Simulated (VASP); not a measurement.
Runs of VASP 6.6.1 on TlH4. The structure is that of space group Pm-3m (No. 221), or close to it. The cells are those of the table. The cell was built from a structure type or drawn by symmetry, and may not be a known phase.

| task | cell | k mesh | cutoff (eV) | gap on the mesh (eV) | pressure (GPa) |
| --- | --- | --- | --- | --- | --- |
| relaxation of cell and atoms | relaxed from a = 3.844 Å, 5 atoms | 10 × 10 × 10 | 600 | none | 0.0 |
| single point | a = 4.014 Å, 5 atoms | 4 × 4 × 4 | 520 | none | -4.6 |
| single point | a = 3.844 Å, 5 atoms | 4 × 4 × 4 | 520 | none | -0.3 |
| relaxation of cell and atoms | relaxed from a = 4.014 Å, 5 atoms | 4 × 4 × 4 | 600 | none | -0.5 |
| single point | a = 3.859 Å, 5 atoms | 10 × 10 × 10 | 520 | none | (a) |

Alike in all rows: level PBE; potentials or basis VASP PAW PBE potentials, release 64 (Tl_d, H); no spin polarisation; smearing gaussian 0.1 eV.

**Question.** Estimate the missing entries.

**Answer.** (a) -0.2.

Caveats: some runs use coarse meshes; spin-orbit coupling is left out, which moves the levels of the heavy elements.

A k mesh can miss the band edges, and the runs leave out spin-orbit coupling on Tl.

A gap of «none» marks levels without a gap at the run's occupations.
